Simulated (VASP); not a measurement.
A run of VASP 6.6.1:

Contents of INCAR:

```
ALGO     = Normal         # electronic algorithm
EDIFF    = 1E-6           # SCF threshold, eV
ENCUT    = 520            # plane-wave cutoff, eV
GGA      = PS             # functional
ISIF     = 2              # what is computed and relaxed
ISMEAR   = -1             # smearing method
ISPIN    = 2              # spin polarisation
IVDW     = 13             # dispersion correction
LASPH    = T              # aspherical terms in the spheres
LCHARG   = F              # write CHGCAR
LMAXMIX  = 4              # l up to which the mixer works
LORBIT   = 11             # projections on sites
LREAL    = F              # projectors in reciprocal space
LWAVE    = F              # write WAVECAR
MAGMOM   = 1 0            # initial moments
NBANDS   = 19             # bands
NELM     = 150            # most SCF steps
PREC     = Accurate       # precision mode
SIGMA    = 0.05           # smearing width, eV
```

File KPOINTS:

```
k-points
0
Gamma
  11 11 11
```

File POSCAR:

```
NiO
1.0
    0.0000000000      2.1268120599      2.1268120599
    2.1268120599      0.0000000000      2.1268120599
    2.1268120599      2.1268120599      0.0000000000
Ni O
1 1
Direct
    0.0000000000      0.0000000000      0.0000000000
    0.5000000000      0.5000000000      0.5000000000
```

Potentials or basis: VASP PAW PBE potentials, release 64 (Ni, O).

Run with:

```bash
$ cat potpaw_PBE.64/Ni/POTCAR potpaw_PBE.64/O/POTCAR > POTCAR
$ mpirun -np 1 vasp_std > vasp.out
```

Hardware: 1 thread of Intel(R) Xeon(R) 6975P-C (Granite Rapids), on a shared host.

**Question.** How long does it take, and how much memory?

**Answer.** Wall time 16 s on 1 thread of Intel(R) Xeon(R) 6975P-C (Granite Rapids), with other jobs on the host, peak memory 0.17 GiB. Counts: scf iterations 16, k points 56.
